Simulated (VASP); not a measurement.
The system is IrO2 (IrO2 (P4_2/mnm)).

```
Ir O
1.0
     4.50531    0.00000    0.00000
     0.00000    4.50531    0.00000
     0.00000    0.00000    3.17671
Ir O
2 4
Cartesian
  2.2527 2.2527 1.5884
  0.0000 0.0000 0.0000
  3.1147 3.1147 0.0000
  3.6433 0.8620 1.5884
  1.3906 1.3906 0.0000
  0.8620 3.6433 1.5884
```

* Program: VASP 6.6.1
* Task: relaxation of cell and atoms
* Functional: PBE
* Potentials or basis: VASP PAW PBE potentials, release 64 (Ir, O)
* Cutoff: 600 eV
* k mesh: 9 × 9 × 12
* Occupations: fermi-dirac, width 0.5 eV
* Spin: no spin polarisation

At the start: pressure 9.4 GPa; volume 10.75 Å³/atom.

Problem. Where does the relaxation end?

Solution. Over 10 steps the energy falls by 11.2 meV/atom and the volume is 11.15 Å³/atom (+3.7 %); space group P4_2/mnm (No. 136, to 0.05 Å).

The path:
```csv
step,energy change (eV),largest force (eV/Å),pressure (GPa),volume (Å³)
1,0.0000,0.0369,9.43,64.48
2,0.0855,0.1194,-11.79,70.56
3,-0.0646,0.0372,-0.08,66.79
4,-0.0646,0.0359,0.09,66.74
5,-0.0668,0.0835,0.05,66.86
6,-0.0668,0.0692,0.05,66.84
7,-0.0673,0.0189,-0.08,66.89
8,-0.0674,0.0015,-0.13,66.91
9,-0.0674,0.0002,0.15,66.84
10,-0.0674,0.0007,0.01,66.88
```

Final structure:
```cif
data_structure
_symmetry_space_group_name_H-M 'P 1'
_symmetry_Int_Tables_number 1
_cell_length_a 4.5724
_cell_length_b 4.5724
_cell_length_c 3.1987
_cell_angle_alpha 90.000
_cell_angle_beta 90.000
_cell_angle_gamma 90.000
_cell_volume 66.88
loop_
_atom_site_label
_atom_site_type_symbol
_atom_site_fract_x
_atom_site_fract_y
_atom_site_fract_z
_atom_site_occupancy
Ir1 Ir 0.50000 0.50000 0.50000 1
Ir2 Ir 0.00000 0.00000 0.00000 1
O1 O 0.69180 0.69180 0.00000 1
O2 O 0.80820 0.19180 0.50000 1
O3 O 0.30820 0.30820 0.00000 1
O4 O 0.19180 0.80820 0.50000 1
```
